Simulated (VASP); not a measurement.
# NaCl (Pm-3m) in VASP: notebook, part 2 of 2

VASP 6.6.1.

## (3) Electric field gradients, PBEsol (volume scaled by 1.03)

Contents of INCAR:

```
PREC = Accurate
ENCUT = 400
EDIFF = 1E-8
ISMEAR = -1
SIGMA = 0.02
LREAL = False
LASPH = True
NELM = 120
ALGO = Normal
ISIF = 2
LWAVE = False
LCHARG = False
GGA = PS
LEFG = True
NBANDS = 14
GGA_COMPAT = False
```

Contents of KPOINTS:

```
Automatic mesh
0
Gamma
  8 8 8
```

Contents of POSCAR:

```
NaCl
1.0
    2.8883186734      0.0000000000      0.0000000000
    0.0000000000      2.8883186734      0.0000000000
    0.0000000000      0.0000000000      2.8883186734
Na Cl
1 1
Direct
    0.0000000000      0.0000000000      0.0000000000
    0.5000000000      0.5000000000      0.5000000000
```

Potentials or basis: VASP PAW PBE potentials, release 64 (Na_pv, Cl).

On the command line:

```sh
$ cat potpaw_PBE.64/Na_pv/POTCAR potpaw_PBE.64/Cl/POTCAR > POTCAR
$ mpirun -np 1 vasp_std > vasp.out
```

OUTCAR:

```text
PREC = Accurate
   ENCUT = 400
   EDIFF = 1E-8
   ISMEAR = -1
   LREAL = False
   LASPH = True
   NELM = 120
   ISIF = 2
   GGA = PS

 ion  position               nearest neighbor table
   1  0.000  0.000  0.000-   2 2.50   2 2.50   2 2.50   2 2.50   2 2.50   2 2.50   2 2.50   2 2.50

   2  0.500  0.500  0.500-   1 2.50   1 2.50   1 2.50   1 2.50   1 2.50   1 2.50   1 2.50   1 2.50

  LATTYP: Found a simple cubic cell.
 ALAT       =     2.8883186734

  Lattice vectors:

 A1 = (   2.8883186734,   0.0000000000,   0.0000000000)
 A2 = (   0.0000000000,   2.8883186734,   0.0000000000)
 A3 = (   0.0000000000,   0.0000000000,   2.8883186734)

Analysis of symmetry for initial positions (statically):
=====================================================================
 Subroutine PRICEL returns:
 Original cell was already a primitive cell.

 Routine SETGRP: Setting up the symmetry group for a
 simple cubic supercell.

 Subroutine GETGRP returns: Found 48 space group operations
 (whereof 48 operations were pure point group operations)
 out of a pool of 48 trial point group operations.

The static configuration has the point symmetry O_h .

Analysis of symmetry for dynamics (positions and initial velocities):
=====================================================================
 Subroutine PRICEL returns:
 Original cell was already a primitive cell.

 Routine SETGRP: Setting up the symmetry group for a
 simple cubic supercell.

 Subroutine GETGRP returns: Found 48 space group operations
 (whereof 48 operations were pure point group operations)
[... 552 lines left out ...]
      3     -16.1181      2.00000
      4      -8.1011      2.00000
      5       0.9440      2.00000
      6       1.7194      2.00000
      7       5.3285      2.00000
      8      11.5844      0.00000
      9      16.8677      0.00000
     10      17.3234      0.00000
     11      18.2945      0.00000
     12      23.2312      0.00000
     13      23.6775      0.00000
     14      27.7656      0.00000

 [... further k-points ...]

------------------------ aborting loop because EDIFF is reached ----------------------------------------

  FORCE on cell =-STRESS in cart. coord.  units (eV):
  Direction    XX          YY          ZZ          XY          YZ          ZX
  --------------------------------------------------------------------------------------
  -------------------------------------------------------------------------------------
  Total        7.9402376      7.9402376      7.9402376      0.0000000      0.0000000      0.0000000
  in kB      527.9694051    527.9694051    527.9694051      0.0000000      0.0000000      0.0000000
  external PRESSURE =     527.9694051 kB  Pullay stress =       0.0000000 kB

 VOLUME and BASIS-vectors are now :
 -----------------------------------------------------------------------------
  energy-cutoff  :      400.00
  volume of cell :       24.10
      direct lattice vectors                 reciprocal lattice vectors
     2.888318673  0.000000000  0.000000000     0.346222184  0.000000000  0.000000000
     0.000000000  2.888318673  0.000000000     0.000000000  0.346222184  0.000000000
     0.000000000  0.000000000  2.888318673     0.000000000  0.000000000  0.346222184

 POSITION                                       TOTAL-FORCE (eV/Angst)
 -----------------------------------------------------------------------------------
      0.00000      0.00000      0.00000         0.000000      0.000000      0.000000
      1.44416      1.44416      1.44416         0.000000      0.000000      0.000000
 -----------------------------------------------------------------------------------
    total drift:                                0.000000      0.000000      0.000000

  FREE ENERGIE OF THE ION-ELECTRON SYSTEM (eV)
  ---------------------------------------------------
  free  energy   TOTEN  =        -5.0255579367 eV

  energy  without entropy=       -5.0255579367  energy(sigma->0) =       -5.02555794

 Electric field gradients (V/A^2)
---------------------------------------------------------------------
 ion       V_xx      V_yy      V_zz      V_xy      V_xz      V_yz
---------------------------------------------------------------------
   1       0.000    -0.000    -0.000     0.000    -0.000    -0.000
   2      -0.000    -0.000    -0.000    -0.000    -0.000    -0.000
---------------------------------------------------------------------

 Electric field gradients after diagonalization (V/A^2)
 (convention: |V_zz| > |V_xx| > |V_yy|)
----------------------------------------------------------------------
 ion       V_xx      V_yy      V_zz     asymmetry (V_yy - V_xx)/ V_zz
----------------------------------------------------------------------
   1       0.000    -0.000    -0.000       0.678
   2      -0.000    -0.000    -0.000      -0.470
----------------------------------------------------------------------

           NMR quadrupolar parameters

 Cq : quadrupolar parameter    Cq=e*Q*V_zz/h
 eta: asymmetry parameters     (V_yy - V_xx)/ V_zz
 Q  : nuclear electric quadrupole moment in mb (millibarn)
----------------------------------------------------------------------
 ion       Cq(MHz)       eta       Q (mb)
----------------------------------------------------------------------
   1      -0.000       0.678       1.000
   2      -0.000      -0.470       1.000
----------------------------------------------------------------------
```

OSZICAR:

```text
N       E                     dE             d eps       ncg     rms          rms(c)
DAV:   1     0.896844174642E+02    0.89684E+02   -0.62243E+03  1032   0.101E+03
DAV:   2    -0.944351256691E+00   -0.90629E+02   -0.83575E+02  1178   0.283E+02
DAV:   3    -0.524950840272E+01   -0.43052E+01   -0.42884E+01  1208   0.573E+01
DAV:   4    -0.529336233528E+01   -0.43854E-01   -0.43847E-01  1148   0.598E+00
DAV:   5    -0.529402081462E+01   -0.65848E-03   -0.65847E-03  1246   0.745E-01    0.557E+00
DAV:   6    -0.507202519404E+01    0.22200E+00   -0.19434E-01  1368   0.623E+00    0.361E+00
DAV:   7    -0.502759109845E+01    0.44434E-01   -0.10527E-01  1448   0.369E+00    0.158E+00
DAV:   8    -0.502568035264E+01    0.19107E-02   -0.84397E-03  1112   0.105E+00    0.263E-01
DAV:   9    -0.502555272321E+01    0.12763E-03   -0.27369E-04  1310   0.282E-01    0.544E-02
DAV:  10    -0.502555752761E+01   -0.48044E-05   -0.25195E-05  1298   0.970E-02    0.771E-03
DAV:  11    -0.502555781370E+01   -0.28609E-06   -0.41297E-06  1184   0.255E-02    0.570E-03
DAV:  12    -0.502555793142E+01   -0.11773E-06   -0.22302E-07  1214   0.425E-03    0.637E-04
DAV:  13    -0.502555795889E+01   -0.27471E-07   -0.17808E-08  1166   0.891E-04    0.843E-04
DAV:  14    -0.502555793712E+01    0.21772E-07   -0.12903E-09   796   0.282E-04    0.446E-05
DAV:  15    -0.502555793674E+01    0.38176E-09   -0.11949E-10   694   0.935E-05
   1 F= -.50255579E+01 E0= -.50255579E+01  d E =-.175234E-12
```

Wall time 4 s (1 thread of Intel Xeon 6975P-C (Granite Rapids), shared host); peak memory 0.12 GiB.

Results:

| Property | Result |
| --- | --- |
| Free energy | -5.0256 eV |
| Pressure | 52.8 GPa |
| Band gap on the k mesh | 4.32 eV, direct |

Levels at points of the mesh, in eV from the valence-band top:
| k point | band 4 | band 5 | band 6 | band 7 | band 8 | band 9 | band 10 | band 11 |
| --- | --- | --- | --- | --- | --- | --- | --- | --- |
| (0.00, 0.00, 0.00) | -16.75 | -1.23 | -1.23 | -1.23 | 6.66 | 6.66 | 6.94 | 17.76 |
| (0.50, 0.00, 0.00) | -15.17 | -6.74 | -0.76 | -0.76 | 8.94 | 9.28 | 12.65 | 12.65 |
| (0.50, 0.50, 0.00) | -14.44 | -5.22 | -5.22 | 0.00 | 4.32 | 10.58 | 12.75 | 12.75 |
| (0.50, 0.50, 0.50) | -13.29 | -4.63 | -4.63 | -4.63 | 6.22 | 6.22 | 6.22 | 16.63 |

Caveat: without QUAD_EFG the Cq values of the log hold for a quadrupole moment of 1 mb, not for the nuclei; the PAW data sets were made with another functional, which shifts forces and pressure a little.

## (4) Electric field gradients, PBEsol (volume scaled by 1.01)

Contents of INCAR:

```
SYSTEM = NaCl
  PREC = Accurate
  ENCUT = 400
  EDIFF = 1E-8
  ISMEAR = -1
  SIGMA = 0.02
  LREAL = .FALSE.
  LASPH = .TRUE.
  NELM = 120
  ALGO = Normal
  ISIF = 2
  LWAVE = .FALSE.
  LCHARG = .FALSE.
  GGA = PS
  LEFG = .TRUE.
  NBANDS = 14
  GGA_COMPAT = .FALSE.
```

Contents of KPOINTS:

```
regular mesh
0
G
  8 8 8
  0 0 0
```

Contents of POSCAR:

```
NaCl
1.0
    2.8695017309      0.0000000000      0.0000000000
    0.0000000000      2.8695017309      0.0000000000
    0.0000000000      0.0000000000      2.8695017309
Na Cl
1 1
Direct
    0.0000000000      0.0000000000      0.0000000000
    0.5000000000      0.5000000000      0.5000000000
```

Potentials or basis: VASP PAW PBE potentials, release 64 (Na_pv, Cl).

On the command line:

```sh
$ cat potpaw_PBE.64/Na_pv/POTCAR potpaw_PBE.64/Cl/POTCAR > POTCAR
$ mpirun -np 1 vasp_std > vasp.out
```

OUTCAR:

```text
SYSTEM = NaCl
   PREC = Accurate
   ENCUT = 400
   EDIFF = 1E-8
   ISMEAR = -1
   LREAL = .FALSE.
   LASPH = .TRUE.
   NELM = 120
   ISIF = 2
   GGA = PS

 ion  position               nearest neighbor table
   1  0.000  0.000  0.000-   2 2.49   2 2.49   2 2.49   2 2.49   2 2.49   2 2.49   2 2.49   2 2.49

   2  0.500  0.500  0.500-   1 2.49   1 2.49   1 2.49   1 2.49   1 2.49   1 2.49   1 2.49   1 2.49

  LATTYP: Found a simple cubic cell.
 ALAT       =     2.8695017309

  Lattice vectors:

 A1 = (   2.8695017309,   0.0000000000,   0.0000000000)
[... 622 lines left out ...]
  free  energy   TOTEN  =        -4.8635732782 eV

  energy  without entropy=       -4.8635732782  energy(sigma->0) =       -4.86357328

 Electric field gradients (V/A^2)
---------------------------------------------------------------------
 ion       V_xx      V_yy      V_zz      V_xy      V_xz      V_yz
---------------------------------------------------------------------
   1       0.000     0.000     0.000    -0.000    -0.000    -0.000
   2       0.000    -0.000     0.000    -0.000    -0.000    -0.000
---------------------------------------------------------------------

 Electric field gradients after diagonalization (V/A^2)
 (convention: |V_zz| > |V_xx| > |V_yy|)
----------------------------------------------------------------------
 ion       V_xx      V_yy      V_zz     asymmetry (V_yy - V_xx)/ V_zz
----------------------------------------------------------------------
   1       0.000     0.000     0.000      -0.234
   2      -0.000     0.000     0.000       0.206
----------------------------------------------------------------------

           NMR quadrupolar parameters

 Cq : quadrupolar parameter    Cq=e*Q*V_zz/h
 eta: asymmetry parameters     (V_yy - V_xx)/ V_zz
 Q  : nuclear electric quadrupole moment in mb (millibarn)
----------------------------------------------------------------------
 ion       Cq(MHz)       eta       Q (mb)
----------------------------------------------------------------------
   1       0.000      -0.234       1.000
   2       0.000       0.206       1.000
----------------------------------------------------------------------
```

stdout:

```text
POSCAR found type information on POSCAR NaCl
 POSCAR found :  2 types and       2 ions
 scaLAPACK will be used
 -----------------------------------------------------------------------------
|                                                                             |
|                                                                             |
|     You enforced a specific xc type in the INCAR file but a different       |
|     I HOPE YOU KNOW WHAT YOU ARE DOING!                                     |
|                                                                             |
 -----------------------------------------------------------------------------

 LDA part: xc-table for (Slater+PW92), standard interpolation
 POSCAR, INCAR and KPOINTS ok, starting setup
 FFT: planning ... GRIDC
 FFT: planning ... GRID_SOFT
 FFT: planning ... GRID
 WAVECAR not read
 entering main loop
ion   1

ion   2
```

It took 4 s on 1 thread of Intel Xeon 6975P-C (Granite Rapids), shared host; peak memory 0.12 GiB.

Results:

| Property | Result |
| --- | --- |
| Free energy | -4.8636 eV |
| Pressure | 57.3 GPa |
| Band gap on the k mesh | 4.24 eV, direct |

Levels at points of the mesh, in eV from the valence-band top:
| k point | band 4 | band 5 | band 6 | band 7 | band 8 | band 9 | band 10 | band 11 |
| --- | --- | --- | --- | --- | --- | --- | --- | --- |
| (0.00, 0.00, 0.00) | -16.92 | -1.26 | -1.26 | -1.26 | 6.55 | 6.55 | 7.11 | 17.81 |
| (0.50, 0.00, 0.00) | -15.27 | -6.91 | -0.78 | -0.78 | 9.03 | 9.20 | 12.66 | 12.66 |
| (0.50, 0.50, 0.00) | -14.53 | -5.35 | -5.35 | 0.00 | 4.24 | 10.60 | 12.73 | 12.73 |
| (0.50, 0.50, 0.50) | -13.32 | -4.77 | -4.77 | -4.77 | 6.16 | 6.16 | 6.16 | 16.82 |

Caveat: without QUAD_EFG the Cq values of the log hold for a quadrupole moment of 1 mb, not for the nuclei; the PAW data sets were made with another functional, which shifts forces and pressure a little. A k mesh can miss the band edges.

## (5) Summary

| cell | gap on the mesh (eV) | pressure (GPa) |
| --- | --- | --- |
| a = 2.860 Å, 2 atoms | 4.20 | 59.7 |
| a = 2.888 Å, 2 atoms | 4.32 | 52.8 |
| a = 2.870 Å, 2 atoms | 4.24 | 57.3 |

Alike in all rows: task electric field gradients; level PBEsol; potentials or basis VASP PAW PBE potentials, release 64 (Na_pv, Cl); no spin polarisation; k mesh 8 × 8 × 8; cutoff (eV) 400; smearing fermi-dirac 0.02 eV.

Caveats: the PAW data sets were made with another functional, which shifts forces and pressure a little.

Total energies depend on the potentials used, so only differences within one code and one set of settings carry meaning.
